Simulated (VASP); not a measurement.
Al: single point with PBE

Al, a slab with vacuum:

```xyz
10
Lattice="2.8543 0.0000 0.0000 -1.4272 2.4719 0.0000 0.0000 0.0000 36.1122" Properties=species:S:1:pos:R:3 pbc="T T T"
Al    0.0000    1.6479    7.5421
Al    0.0000    0.0000    9.8893
Al    1.4272    0.8240   12.2180
Al    0.0000    0.0000   14.5557
Al    0.0000    1.6479   16.8929
Al    0.0000    0.0000   19.2130
Al    1.4272    0.8240   21.5456
Al    0.0000    0.0000   23.8916
Al    0.0000    1.6479   26.2170
Al    0.0000    0.0000   28.5958
```

```json
{
  "Program": "VASP 6.6.1",
  "Task": "single point",
  "Functional": "PBE",
  "Potentials or basis": "VASP PAW PBE potentials, release 64 (Al)",
  "Cutoff": "520 eV",
  "k mesh": "12 × 12 × 1",
  "Occupations": "gaussian, width 0.1 eV",
  "Spin": "no spin polarisation"
}
```

```json
{"Largest force": "0.005 eV/Å", "Band gap on the k mesh": "zero (bands 15 and 16 overlap by 3.46 eV)"}
```

Forces in eV/Å, atoms in the order of the input:
```
Al   0.000  0.000  0.004
Al   0.000  0.000  0.002
Al   0.000  0.000  0.002
Al   0.000  0.000 -0.001
Al   0.000  0.000 -0.005
Al   0.000  0.000  0.004
Al   0.000  0.000  0.002
Al   0.000  0.000 -0.005
Al   0.000  0.000  0.000
Al   0.000  0.000 -0.004
```

Levels at points of the mesh, in eV from the Fermi level:
| k point | band 13 | band 14 | band 15 | band 16 | band 17 | band 18 |
| --- | --- | --- | --- | --- | --- | --- |
| (0.00, 0.00, 0.00) | -1.38 | -0.01 | 1.35 | 2.61 | 3.46 | 4.23 |
| (0.50, 0.00, 0.00) | -2.33 | -2.23 | -1.53 | -1.13 | -0.37 | -0.35 |

Run time: 9.8 min on 1 thread of Intel Xeon 8259CL (shared host), peak memory 0.42 GiB.
